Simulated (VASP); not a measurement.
**SrTiO3: single point with PBEsol**

SrTiO3:

```
Sr Ti O
1.0
     3.89113    0.00000    0.00000
     0.00000    3.89113    0.00000
     0.00000    0.00000    3.89113
Sr Ti O
1 1 3
Direct
  0.00000 0.00000 0.00000
  0.50000 0.50000 0.50000
  0.50000 0.00000 0.50000
  0.50000 0.50000 0.00000
  0.00000 0.50000 0.50000
```

```yaml
Program: VASP 6.6.1
Task: single point
Functional: PBEsol
Potentials_or_basis: VASP PAW PBE potentials, release 64 (Sr_sv, Ti_sv, O)
Cutoff: 520 eV
k_mesh: 8 × 8 × 8
Occupations: gaussian, width 0.02 eV
Spin: no spin polarisation
Dipole_correction: no
Further_INCAR_settings: ALGO = Normal; EDIFF = 1e-07; NBANDS = 28
```

The pressure is 0.7 GPa. The band gap on the k mesh is 1.82 eV (least direct gap 2.17 eV).

Levels at points of the mesh, in eV from the valence-band top:
| k point | band 17 | band 18 | band 19 | band 20 | band 21 | band 22 | band 23 | band 24 |
| --- | --- | --- | --- | --- | --- | --- | --- | --- |
| (0.00, 0.00, 0.00) | -1.21 | -0.35 | -0.35 | -0.35 | 1.82 | 1.82 | 1.82 | 4.41 |
| (0.50, 0.00, 0.00) | -2.42 | -2.07 | -0.74 | -0.74 | 2.00 | 3.83 | 3.83 | 4.43 |
| (0.50, 0.50, 0.00) | -1.74 | -1.60 | -1.60 | -0.10 | 3.84 | 3.84 | 4.30 | 5.41 |
| (0.50, 0.50, 0.50) | -3.81 | 0.00 | 0.00 | 0.00 | 4.54 | 4.54 | 4.54 | 6.90 |

Run time: 63 s on 1 thread of Intel(R) Xeon(R) Platinum 8259CL CPU @ 2.50GHz (Skylake/Cascade Lake), on a shared host, peak memory 0.2 GiB.

Caveat: the PAW data sets were made with another functional, which shifts forces and pressure a little. A k mesh can miss the band edges.
